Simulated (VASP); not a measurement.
Set up this calculation in VASP 6.6.1, as the native input.

- Task: single point
- Functional: PBE
- Potentials or basis: VASP PAW PBE potentials, release 64 (Na_pv, Ag, Pt, C, N)
- Cutoff: 520 eV
- k mesh: 4 × 4 × 4
- Occupations: gaussian, width 0.02 eV
- Spin: no spin polarisation
- Dipole correction: no
- Further INCAR settings: LREAL = Auto; ALGO = Normal; EDIFF = 1e-06; NBANDS = 54

The structure of NaAgPtC6N6 lies in POSCAR:

```
NaAgPtC6N6
1.0
    0.0000000000      5.6142190220      5.6142190220
    5.6142190220      0.0000000000      5.6142190220
    5.6142190220      5.6142190220      0.0000000000
Na Ag Pt C N
1 1 1 6 6
Direct
    0.2500000000      0.2500000000      0.2500000000
    0.0000000000      0.0000000000      0.0000000000
    0.5000000000      0.5000000000      0.5000000000
    0.7833607316      0.2166392684      0.2166392684
    0.7833607316      0.2166392684      0.7833607316
    0.7833607316      0.7833607316      0.2166392684
    0.2166392684      0.7833607316      0.7833607316
    0.2166392684      0.7833607316      0.2166392684
    0.2166392684      0.2166392684      0.7833607316
    0.6787369865      0.3212630135      0.3212630135
    0.6787369865      0.3212630135      0.6787369865
    0.6787369865      0.6787369865      0.3212630135
    0.3212630135      0.6787369865      0.6787369865
    0.3212630135      0.6787369865      0.3212630135
    0.3212630135      0.3212630135      0.6787369865
```

These files were run (other wordings do the same):

INCAR

```
SYSTEM = NaAgPtC6N6
PREC = Accurate ; ENCUT = 520
EDIFF = 1E-6 ; ISMEAR = 0
SIGMA = 0.02 ; LREAL = Auto
LASPH = .TRUE. ; NELM = 60
ALGO = Normal ; ISIF = 2
LWAVE = .FALSE. ; LCHARG = .FALSE.
GGA = PE ; NBANDS = 54
```

KPOINTS

```
regular mesh
0
G
  4 4 4
  0 0 0
```

Potentials or basis: VASP PAW PBE potentials, release 64 (Na_pv, Ag, Pt, C, N).

Command:

```console
$ cat potpaw_PBE.64/Na_pv/POTCAR potpaw_PBE.64/Ag/POTCAR potpaw_PBE.64/Pt/POTCAR potpaw_PBE.64/C/POTCAR potpaw_PBE.64/N/POTCAR > POTCAR
$ mpirun -np 1 vasp_std > vasp.out
```

It gave:

| Item | Value |
| --- | --- |
| Pressure | 0.3 GPa |
| Largest force | 0.365 eV/Å |
| Band gap on the k mesh | 1.21 eV (least direct gap 1.30 eV) |

Caveat: spin-orbit coupling is left out, which moves the levels of the heavy elements.

Wall time 3.5 min on 1 thread of Intel(R) Xeon(R) 6975P-C (Granite Rapids) (shared host), peak memory 0.55 GiB.
